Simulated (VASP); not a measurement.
# CdH2 (Fm-3m) in VASP: a series of runs, part 2 of 2

VASP 6.6.1. Earlier steps stand in the parts before.

### Step 5. Single point, PBEsol

INCAR reads:

```
  PREC = Accurate
  ENCUT = 520
  EDIFF = 1E-6
  ISMEAR = 0
  SIGMA = 0.5
  LREAL = False
  LASPH = True
  NELM = 60
  ALGO = Normal
  ISIF = 2
  LWAVE = False
  LCHARG = True
  GGA = PS
  LELF = True
  LVHAR = True
  NBANDS = 14
```

KPOINTS reads:

```
Automatic mesh
0
Gamma
  6 6 6
```

POSCAR reads:

```
CdH2
1.0
    0.0000000000      2.5271675656      2.5271675656
    2.5271675656      0.0000000000      2.5271675656
    2.5271675656      2.5271675656      0.0000000000
Cd H
1 2
Direct
    0.0000000000      0.0000000000      0.0000000000
    0.2500000000      0.2500000000      0.2500000000
    0.7500000000      0.7500000000      0.7500000000
```

Potentials or basis: VASP PAW PBE potentials, release 64 (Cd, H).

Run with:

```console
cat potpaw_PBE.64/Cd/POTCAR potpaw_PBE.64/H/POTCAR > POTCAR
mpirun -np 1 vasp_std > vasp.out
```

OUTCAR:

```text
PREC = Accurate
   ENCUT = 520
   EDIFF = 1E-6
   ISMEAR = 0
   LREAL = False
   LASPH = True
   NELM = 60
   ISIF = 2
   GGA = PS

 ion  position               nearest neighbor table
   1  0.000  0.000  0.000-   3 2.19   3 2.19   3 2.19   2 2.19   3 2.19   2 2.19   2 2.19   2 2.19

   2  0.250  0.250  0.250-   1 2.19   1 2.19   1 2.19   1 2.19
   3  0.750  0.750  0.750-   1 2.19   1 2.19   1 2.19   1 2.19

  LATTYP: Found a face centered cubic cell.
 ALAT       =     5.0543351312

  Lattice vectors:

 A1 = (   0.0000000000,   2.5271675656,   2.5271675656)
 A2 = (   2.5271675656,   0.0000000000,   2.5271675656)
 A3 = (   2.5271675656,   2.5271675656,   0.0000000000)

Analysis of symmetry for initial positions (statically):
=====================================================================
 Subroutine PRICEL returns:
 Original cell was already a primitive cell.

 Routine SETGRP: Setting up the symmetry group for a
 face centered cubic supercell.

 Subroutine GETGRP returns: Found 48 space group operations
 (whereof 48 operations were pure point group operations)
 out of a pool of 48 trial point group operations.
[... 172 lines left out ...]
      7       1.9106      0.22499
      8      11.9006      0.00000
      9      11.9006      0.00000
     10      11.9006      0.00000
     11      12.1033      0.00000
     12      13.5951      0.00000
     13      13.5951      0.00000
     14      13.5951      0.00000
[... 241 lines left out ...]
      1      -7.7959      2.00000
      2      -7.2843      2.00000
      3      -7.2438      2.00000
      4      -6.8851      2.00000
      5      -6.7873      2.00000
      6      -2.7520      2.00000
      7      -0.3770      2.00000
      8       0.8165      1.94003
      9       3.9498      0.00000
     10       8.3820      0.00000
     11      12.4118      0.00000
     12      13.1485      0.00000
     13      18.6365      0.00000
     14      20.7401      0.00000

------------------------ aborting loop because EDIFF is reached ----------------------------------------

  FORCE on cell =-STRESS in cart. coord.  units (eV):
  Direction    XX          YY          ZZ          XY          YZ          ZX
  --------------------------------------------------------------------------------------
  -------------------------------------------------------------------------------------
  Total       -0.2582389     -0.2582389     -0.2582389      0.0000000     -0.0000000      0.0000000
  in kB      -12.8174071    -12.8174071    -12.8174071      0.0000000     -0.0000000      0.0000000
  external PRESSURE =     -12.8174071 kB  Pullay stress =       0.0000000 kB

 VOLUME and BASIS-vectors are now :
 -----------------------------------------------------------------------------
  energy-cutoff  :      520.00
  volume of cell :       32.28
      direct lattice vectors                 reciprocal lattice vectors
     0.000000000  2.527167566  2.527167566    -0.197849959  0.197849959  0.197849959
     2.527167566  0.000000000  2.527167566     0.197849959 -0.197849959  0.197849959
     2.527167566  2.527167566  0.000000000     0.197849959  0.197849959 -0.197849959

 POSITION                                       TOTAL-FORCE (eV/Angst)
 -----------------------------------------------------------------------------------
      0.00000      0.00000      0.00000        -0.000000     -0.000000     -0.000000
      1.26358      1.26358      1.26358         0.000000      0.000000      0.000000
      3.79075      3.79075      3.79075        -0.000000     -0.000000     -0.000000
 -----------------------------------------------------------------------------------
    total drift:                               -0.000000     -0.000000      0.000000

  FREE ENERGIE OF THE ION-ELECTRON SYSTEM (eV)
  ---------------------------------------------------
  free  energy   TOTEN  =        -6.2381758459 eV

  energy  without entropy=       -6.1578440420  energy(sigma->0) =       -6.19800994
```

stdout:

```text
POSCAR found type information on POSCAR CdH
 POSCAR found :  2 types and       3 ions
 scaLAPACK will be used
 -----------------------------------------------------------------------------
|                                                                             |
|                                                                             |
|     You enforced a specific xc type in the INCAR file but a different       |
|     I HOPE YOU KNOW WHAT YOU ARE DOING!                                     |
|                                                                             |
 -----------------------------------------------------------------------------

 LDA part: xc-table for (Slater+PW92), standard interpolation
 POSCAR, INCAR and KPOINTS ok, starting setup
 FFT: planning ... GRIDC
 FFT: planning ... GRID_SOFT
 FFT: planning ... GRID
 WAVECAR not read
 entering main loop
```

It took 5.7 s on 1 thread of Intel Xeon Platinum 8488C (Sapphire Rapids), shared host; peak memory 0.15 GiB.

Results:

- Free energy: -6.2382 eV
- Pressure: -1.3 GPa
- Band gap on the k mesh: zero (band 7 reaches 1.91 eV, above the bottom of band 8 at 0.82 eV)

Levels at points of the mesh, in eV from the Fermi level:
| k point | band 4 | band 5 | band 6 | band 7 | band 8 | band 9 | band 10 | band 11 |
| --- | --- | --- | --- | --- | --- | --- | --- | --- |
| (0.00, 0.00, 0.00) | -8.73 | -8.45 | -8.45 | 0.43 | 10.42 | 10.42 | 10.42 | 10.62 |
| (0.50, 0.00, 0.00) | -8.29 | -8.29 | -5.19 | -4.42 | 5.52 | 5.96 | 7.86 | 7.86 |
| (0.50, 0.50, 0.00) | -8.27 | -8.27 | -5.33 | -0.90 | 0.20 | 3.98 | 3.98 | 7.75 |

Caveat: the PAW data sets were made with another functional, which shifts forces and pressure a little.

### Step 6. Single point, PBE-based screened hybrid

POSCAR is that of step 5.

INCAR.step1 reads:

```
  PREC = Accurate
  ENCUT = 520
  EDIFF = 1E-5
  ISMEAR = -1
  SIGMA = 0.02
  LREAL = F
  LASPH = T
  NELM = 60
  ALGO = Normal
  ISIF = 2
  LWAVE = T
  LCHARG = F
  GGA = PE
  NBANDS = 14
```

INCAR.step2 reads:

```
  PREC = Accurate
  ENCUT = 520
  EDIFF = 1E-6
  ISMEAR = -1
  SIGMA = 0.02
  LREAL = F
  LASPH = T
  NELM = 60
  ALGO = Normal
  ISIF = 2
  LWAVE = F
  LCHARG = F
  GGA = PE
  LHFCALC = T
  AEXX = 0.35
  HFSCREEN = 0.3
  PRECFOCK = Normal
  ISTART = 1
  NBANDS = 14
```

KPOINTS reads:

```
Automatic mesh
0
Gamma
  4 4 4
```

Potentials or basis: VASP PAW PBE potentials, release 64 (Cd, H).

Run with:

```console
cat potpaw_PBE.64/Cd/POTCAR potpaw_PBE.64/H/POTCAR > POTCAR
cp INCAR.step1 INCAR
mpirun -np 1 vasp_std > vasp.out
cp INCAR.step2 INCAR
mpirun -np 1 vasp_std > vasp.out
```

It took 2.2 min on 1 thread of Intel Xeon Platinum 8488C (Sapphire Rapids), shared host; peak memory 0.26 GiB.

The run converged. Its results:

| Item | Value |
| --- | --- |
| Free energy | -7.3360 eV |
| Pressure | 0.8 GPa |
| Band gap on the k mesh | zero (band 7 reaches 1.67 eV, above the bottom of band 8 at 1.13 eV) |

Levels at points of the mesh, in eV from the Fermi level:
```csv
k point,band 4,band 5,band 6,band 7,band 8,band 9,band 10,band 11
"(0.00, 0.00, 0.00)",-10.82,-10.52,-10.52,0.31,11.80,11.80,11.80,12.08
"(0.50, 0.00, 0.00)",-10.38,-10.38,-5.92,-5.11,6.66,6.82,9.08,9.08
"(0.50, 0.50, 0.00)",-10.38,-10.35,-6.15,-0.24,-0.23,4.83,4.83,8.78
```

Caveat: the k points lie up to 0.54 Å⁻¹ apart; the PAW data sets were made with another functional, which shifts forces and pressure a little.

### Step 7. The runs side by side

| level | k mesh | smearing | grid for exact exchange (PRECFOCK) | share of exact exchange | screening parameter | gap on the mesh (eV) | pressure (GPa) |
| --- | --- | --- | --- | --- | --- | --- | --- |
| PBEsol | 5 × 5 × 5 | fermi-dirac 0.02 eV | - | - | - | none | -1.9 |
| PBEsol | 6 × 6 × 6 | fermi-dirac 0.02 eV | - | - | - | none | -1.5 |
| PBEsol | 6 × 6 × 6 | gaussian 0.5 eV | - | - | - | none | -1.3 |
| PBE-based screened hybrid | 4 × 4 × 4 | fermi-dirac 0.02 eV | Normal | 0.35 | 0.3 1/Å | none | 0.8 |

Alike in all rows: task single point; potentials or basis VASP PAW PBE potentials, release 64 (Cd, H); no spin polarisation; cell as given; cutoff (eV) 520.

Caveats: some runs use coarse meshes; the PAW data sets were made with another functional, which shifts forces and pressure a little.

Absolute energies hang on the potentials; compare differences alone.
